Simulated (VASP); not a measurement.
# ZnS (P2_1) in VASP: single point with PBE

Aim: the single point of ZnS with PBE.

Program: VASP 6.6.1. These are calculated values, not measurements. Logs are shortened: lines on timing, memory, paths and dates and some standing lists are left out, and cuts for length are marked.

**1. The cell of the first run**

The structure is monoclinic, space group P2_1 (No. 4). Conventional cell: a = 3.811 Å, b = 6.234 Å, c = 3.811 Å, α = 90.00°, β = 120.00°, γ = 90.00°. Zn (site symmetry 1) has 4 S at 2.30 to 2.42 Å within 3.0 Å. Within 3.0 Å of S (site symmetry 1) lie 4 Zn at 2.30 to 2.42 Å.

**2. Single point, PBE (atoms displaced along a vibrational mode)**

Input file INCAR:

```
ALGO     = Normal         # electronic algorithm
EDIFF    = 1E-6           # SCF threshold, eV
ENCUT    = 520            # plane-wave cutoff, eV
GGA      = PE             # functional
ISIF     = 2              # what is computed and relaxed
ISMEAR   = 0              # smearing method
LASPH    = T              # aspherical terms in the spheres
LCHARG   = F              # write CHGCAR
LREAL    = F              # projectors in reciprocal space
LWAVE    = F              # write WAVECAR
NBANDS   = 26             # bands
NELM     = 60             # most SCF steps
PREC     = Accurate       # precision mode
SIGMA    = 0.05           # smearing width, eV
```

Input file KPOINTS:

```
k-points
0
Gamma
  12 12 6
```

Input file POSCAR:

```
ZnS
1.0
    3.8109987816      0.0000000000      0.0000000000
   -1.9054993908      3.3004217586      0.0000000000
    0.0000000000      0.0000000000      6.2340000000
Zn S
2 2
Direct
    0.3772334420      0.6988037767      0.0000000000
    0.6227665580      0.3011962233      0.5000000000
    0.2960289881      0.6393579906      0.3850000000
    0.7039710119      0.3606420094      0.8850000000
```

Potentials or basis: VASP PAW PBE potentials, release 64 (Zn, S).

On the command line:

```
$ cat potpaw_PBE.64/Zn/POTCAR potpaw_PBE.64/S/POTCAR > POTCAR
$ mpirun -np 1 vasp_std > vasp.out
```

OUTCAR:

```text
EDIFF = 1E-6
   ENCUT = 520
   GGA = PE
   ISIF = 2
   ISMEAR = 0
   LASPH = T
   LREAL = F
   NELM = 60
   PREC = Accurate

 ion  position               nearest neighbor table
   1  0.377  0.699  0.000-   4 2.30   4 2.31   4 2.33   3 2.42
   2  0.623  0.301  0.500-   3 2.30   3 2.31   3 2.33   4 2.42
   3  0.296  0.639  0.385-   2 2.30   2 2.31   2 2.33   1 2.42
   4  0.704  0.361  0.885-   1 2.30   1 2.31   1 2.33   2 2.42

  LATTYP: Found a hexagonal cell.
 ALAT       =     3.8109987816
 C/A-ratio  =     1.6357916539

  Lattice vectors:

 A1 = (   3.8109987816,   0.0000000000,   0.0000000000)
 A2 = (  -1.9054993908,   3.3004217586,   0.0000000000)
 A3 = (   0.0000000000,   0.0000000000,   6.2340000000)

Analysis of symmetry for initial positions (statically):
=====================================================================
 Subroutine PRICEL returns:
 Original cell was already a primitive cell.

 Routine SETGRP: Setting up the symmetry group for a
 hexagonal supercell.

 Subroutine GETGRP returns: Found  2 space group operations
 (whereof  1 operations were pure point group operations)
 out of a pool of 24 trial point group operations.

The static configuration has the point symmetry C_1 .
 The point group associated with its full space group is C_2 .

Analysis of symmetry for dynamics (positions and initial velocities):
=====================================================================
 Subroutine PRICEL returns:
 Original cell was already a primitive cell.

 Routine SETGRP: Setting up the symmetry group for a
 hexagonal supercell.

 Subroutine GETGRP returns: Found  2 space group operations
 (whereof  1 operations were pure point group operations)
 out of a pool of 24 trial point group operations.

The dynamic configuration has the point symmetry C_1 .
 The point group associated with its full space group is C_2 .

 Subroutine INISYM returns: Found  2 space group operations
 (whereof  1 operations are pure point group operations),
 and found     1 'primitive' translations

----------------------------------------------------------------------------------------

                                     Primitive cell

  volume of cell :      78.4106

  direct lattice vectors                    reciprocal lattice vectors
     3.810998782  0.000000000  0.000000000     0.262398405  0.151495789  0.000000000
    -1.905499391  3.300421759  0.000000000     0.000000000  0.302991579  0.000000000
     0.000000000  0.000000000  6.234000000     0.000000000  0.000000000  0.160410651

  length of vectors
     3.810998782  3.810998782  6.234000000     0.302991579  0.302991579  0.160410651

  position of ions in fractional coordinates (direct lattice)
     0.377233442  0.698803777  0.000000000
     0.622766558  0.301196223  0.500000000
     0.296028988  0.639357991  0.385000000
     0.703971012  0.360642009  0.885000000

  ion indices of the primitive-cell ions
   primitive index   ion index
                 1           1
                 2           2
                 3           3
                 4           4

----------------------------------------------------------------------------------------

 KPOINTS: k-points

Automatic generation of k-mesh.
 Grid dimensions read from file:
 generate k-points for:   12   12    6

 Generating k-lattice:

  Cartesian coordinates                     Fractional coordinates (reciprocal lattice)
     0.021866534  0.012624649  0.000000000     0.083333333  0.000000000  0.000000000
     0.000000000  0.025249298  0.000000000     0.000000000  0.083333333  0.000000000
     0.000000000  0.000000000  0.026735109     0.000000000  0.000000000  0.166666667

  Length of vectors
     0.025249298  0.025249298  0.026735109

  Shift w.r.t. Gamma in fractional coordinates (k-lattice)
     0.000000000  0.000000000  0.000000000

 Subroutine IBZKPT returns following result:
 ===========================================

 Found    296 irreducible k-points:

 Following reciprocal coordinates:
            Coordinates               Weight
  0.000000  0.000000  0.000000      1.000000
  0.083333  0.000000  0.000000      2.000000
  0.000000  0.083333  0.000000      2.000000
 -0.083333  0.083333  0.000000      2.000000
  0.166667  0.000000  0.000000      2.000000
  0.000000  0.166667  0.000000      2.000000
[... 16 lines left out ...]
  0.166667  0.083333  0.000000      2.000000
 -0.083333  0.250000  0.000000      2.000000
 [... further k-points ...]
   k-points           NKPTS =    296   k-points in BZ     NKDIM =    296   number of bands    NBANDS=     26
   number of dos      NEDOS =    301   number of ions     NIONS =      4
   total plane-waves  NPLWV =  37632
   dimension x,y,z NGX =    28 NGY =   28 NGZ =   48
   dimension x,y,z NGXF=    56 NGYF=   56 NGZF=   96
   ions per type =               2   2
   NGX,Y,Z   is equivalent  to a cutoff of  12.21, 12.21, 12.80 a.u.
   NGXF,Y,Z  is equivalent  to a cutoff of  24.43, 24.43, 25.60 a.u.
 SYSTEM =  unknown system
   PREC   = accura    normal or accurate (medium, high low for compatibility)
   ISTART =      0    job   : 0-new  1-cont  2-samecut
   ICHARG =      2    charge: 1-file 2-atom 10-const
   ISPIN  =      1    spin polarized calculation?
   LNONCOLLINEAR =      F non collinear calculations
   LSORBIT =      F    spin-orbit coupling
   LASPH  =      T    aspherical Exc in radial PAW
   ENCUT  =  520.0 eV  38.22 Ry    6.18 a.u.   7.09  7.09 11.59*2*pi/ulx,y,z
   NELM   =     60;   NELMIN=  2; NELMDL= -5     # of ELM steps
   EDIFF  = 0.1E-05   stopping-criterion for ELM
   LREAL  =      F    real-space projection
   EDIFFG = 0.1E-04   stopping-criterion for IOM
   NSW    =      0    number of steps for IOM
   IBRION =     -1    ionic relax: 0-MD 1-quasi-New 2-CG
   NFREE  =      0    steps in history (QN), initial steepest desc. (CG)
   ISIF   =      2    stress and relaxation
   ISYM   =      2    0-nonsym 1-usesym 2-fastsym
   POTIM  = 0.5000    time-step for ionic-motion
   TEBEG  =    0.0;   TEEND  =   0.0 temperature during run
   PSTRESS=    0.0 pullay stress
   NELECT =      36.0000    total number of electrons
   NUPDOWN=      -1.0000    fix difference up-down
   EMIN   =  10.00;   EMAX   =-10.00  energy-range for DOS
   EFERMI =   0.00;   METHOD = LEGACY
   ISMEAR =     0;   SIGMA  =   0.05  broadening in eV -4-tet -1-fermi 0-gaus
   EFERMI_NEDOS =   21; number of points for ismear=-14 and -15
   IALGO  =     38    algorithm
   IMIX   =      4    mixing-type and parameters
     AMIX     =   0.40;   BMIX     =  1.00
     AMIX_MAG =   1.60;   BMIX_MAG =  1.00
  volume/ion in A,a.u.               =      19.60       132.29
  Fermi-wavevector in a.u.,A,eV,Ry     =   1.262944  2.386617 21.701656  1.595027
  Thomas-Fermi vector in A             =   2.396326
   LORBIT       =      0    0 simple, 1 ext, 2 COOP (PROOUT), +10 PAW based schemes
   GGA     = PE    functional components
   LHFCALC =     F    Hartree Fock is set to
   AEXX    =    0.0000 exact exchange contribution
   IVDW    =     0    specifies the selected vdW correction
   LEPSILON=     F    determine dielectric tensor
   LRPA    =     F    only Hartree local field effects (RPA)
 non-spin polarized calculation
 Gauss-broadening in eV      SIGMA  =   0.05
  energy-cutoff  :      520.00
  volume of cell :       78.41
 maximum number of plane-waves:      2133
   NGX = 15   NGY = 15   NGZ = 23

 number of electron      35.9999997 magnetization

 Free energy of the ion-electron system (eV)
  ---------------------------------------------------
  ext. energy  EPLUGINS =         0.00000000
  ---------------------------------------------------
  free energy    TOTEN  =       -13.61479850 eV

  energy without entropy =      -13.61479850  energy(sigma->0) =      -13.61479850

 E-fermi :   2.4398     XC(G=0):  -9.6586

 val. band max:        2.1851028666   @ k =   0.0000   0.0000   0.0000
 cond. band min:       4.3826212724   @ k =   0.0000   0.0000   0.0000
 fundamental gap:      2.1975184058
 Fermi energy:         2.4397821263

 k-point     1 :       0.0000    0.0000    0.0000
  band No.  band energies     occupation
      1     -11.0222      2.00000
      2     -10.0943      2.00000
      3      -4.2391      2.00000
      4      -4.1868      2.00000
      5      -4.1746      2.00000
      6      -4.1356      2.00000
[... 18 lines left out ...]
     25       9.9741      0.00000
     26      11.1895      0.00000

 k-point     2 :       0.0833    0.0000    0.0000
  band No.  band energies     occupation
      1     -10.9738      2.00000
      2     -10.0673      2.00000
      3      -4.2280      2.00000
      4      -4.1871      2.00000
      5      -4.1689      2.00000
      6      -4.1234      2.00000
[... 18 lines left out ...]
     25       9.9250      0.00000
     26      11.0099      0.00000

 k-point     3 :       0.0000    0.0833    0.0000
  band No.  band energies     occupation
      1     -10.9745      2.00000
      2     -10.0653      2.00000
      3      -4.2409      2.00000
      4      -4.1804      2.00000
      5      -4.1634      2.00000
      6      -4.1253      2.00000
[... 18 lines left out ...]
     25      10.1240      0.00000
     26      10.8296      0.00000

 k-point     4 :      -0.0833    0.0833    0.0000
  band No.  band energies     occupation
      1     -10.9744      2.00000
      2     -10.0658      2.00000
      3      -4.2384      2.00000
      4      -4.1790      2.00000
      5      -4.1659      2.00000
      6      -4.1275      2.00000
[... 18 lines left out ...]
     25      10.0915      0.00000
     26      10.9122      0.00000
[... 496 lines left out ...]
      1     -10.8806      2.00000
      2     -10.0163      2.00000
      3      -4.2181      2.00000
      4      -4.1811      2.00000
      5      -4.1524      2.00000
      6      -4.1015      2.00000
[... 18 lines left out ...]
     25      10.4808      0.00000
     26      10.6451      0.00000

 k-point    23 :       0.1667    0.0833    0.0000
  band No.  band energies     occupation
      1     -10.7063      2.00000
      2      -9.9307      2.00000
      3      -4.2066      2.00000
      4      -4.1575      2.00000
      5      -4.1194      2.00000
      6      -4.0741      2.00000
[... 18 lines left out ...]
     25      10.5368      0.00000
     26      10.7238      0.00000

 k-point    24 :      -0.0833    0.2500    0.0000
  band No.  band energies     occupation
      1     -10.7124      2.00000
      2      -9.9163      2.00000
      3      -4.2406      2.00000
      4      -4.1383      2.00000
      5      -4.1132      2.00000
      6      -4.0685      2.00000
[... 18 lines left out ...]
     25      10.5833      0.00000
     26      11.0904      0.00000

 [... further k-points ...]

------------------------ aborting loop because EDIFF is reached ----------------------------------------

  FORCE on cell =-STRESS in cart. coord.  units (eV):
  Direction    XX          YY          ZZ          XY          YZ          ZX
  --------------------------------------------------------------------------------------
  -------------------------------------------------------------------------------------
  Total        1.5953808      1.4373484      0.3921380      0.0356354      0.0000000      0.0000000
  in kB       32.5986703     29.3695687      8.0126178      0.7281435      0.0000000      0.0000000
  external PRESSURE =      23.3269523 kB  Pullay stress =       0.0000000 kB

 VOLUME and BASIS-vectors are now :
 -----------------------------------------------------------------------------
  energy-cutoff  :      520.00
  volume of cell :       78.41
      direct lattice vectors                 reciprocal lattice vectors
     3.810998782  0.000000000  0.000000000     0.262398405  0.151495789  0.000000000
    -1.905499391  3.300421759  0.000000000     0.000000000  0.302991579  0.000000000
     0.000000000  0.000000000  6.234000000     0.000000000  0.000000000  0.160410651

 POSITION                                       TOTAL-FORCE (eV/Angst)
 -----------------------------------------------------------------------------------
      0.10607      2.30635      0.00000        -0.124559     -0.140126      0.355347
      1.79943      0.99407      3.11700         0.124559      0.140126      0.355347
     -0.09013      2.11015      2.40009         0.071032      0.059014     -0.355347
      1.99563      1.19027      5.51709        -0.071032     -0.059014     -0.355347
 -----------------------------------------------------------------------------------
    total drift:                               -0.000001     -0.000001      0.000457

  FREE ENERGIE OF THE ION-ELECTRON SYSTEM (eV)
  ---------------------------------------------------
  free  energy   TOTEN  =       -13.6147984954 eV

  energy  without entropy=      -13.6147984954  energy(sigma->0) =      -13.61479850
```

Run time: 11 min. Hardware: 1 thread of Intel Xeon 8259CL, shared host; peak memory 0.57 GiB.

Results:

```
Free energy            : -13.6148 eV
Pressure               : 2.3 GPa
Largest force          : 0.402 eV/Å
Band gap on the k mesh : 2.20 eV
```

Forces in eV/Å, atoms in the order of the input:
```
Zn  -0.125 -0.140  0.355
Zn   0.125  0.140  0.355
S    0.071  0.059 -0.355
S   -0.071 -0.059 -0.355
```

Levels at points of the mesh, in eV from the valence-band top:
| k point | band 14 | band 15 | band 16 | band 17 | band 18 | band 19 | band 20 | band 21 | band 22 | band 23 |
| --- | --- | --- | --- | --- | --- | --- | --- | --- | --- | --- |
| (0.00, 0.00, 0.00) | -0.89 | -0.83 | -0.11 | 0.00 | 0.00 | 2.20 | 3.01 | 6.05 | 6.53 | 6.57 |
| (0.50, 0.00, 0.00) | -4.44 | -3.07 | -2.27 | -1.71 | -1.01 | 3.48 | 4.38 | 5.84 | 6.80 | 7.22 |
| (0.00, 0.50, 0.00) | -4.11 | -3.19 | -2.23 | -1.45 | -1.03 | 3.70 | 4.03 | 4.73 | 6.94 | 7.79 |
| (0.50, 0.50, 0.00) | -4.19 | -3.18 | -2.22 | -1.50 | -1.05 | 3.67 | 4.13 | 4.99 | 6.77 | 7.83 |
| (0.00, 0.00, 0.50) | -2.78 | -0.50 | -0.50 | -0.44 | -0.44 | 3.47 | 3.47 | 6.55 | 6.55 | 6.72 |
| (0.50, 0.00, 0.50) | -4.96 | -1.69 | -1.69 | -1.39 | -1.39 | 3.39 | 3.39 | 5.11 | 5.11 | 8.97 |
| (0.00, 0.50, 0.50) | -4.89 | -1.77 | -1.77 | -1.55 | -1.55 | 3.72 | 3.72 | 5.09 | 5.09 | 8.98 |
| (0.50, 0.50, 0.50) | -4.90 | -1.78 | -1.78 | -1.47 | -1.47 | 3.60 | 3.60 | 5.13 | 5.13 | 8.96 |

Caveat: the cell differs from its parent crystal (atoms displaced along a vibrational mode).
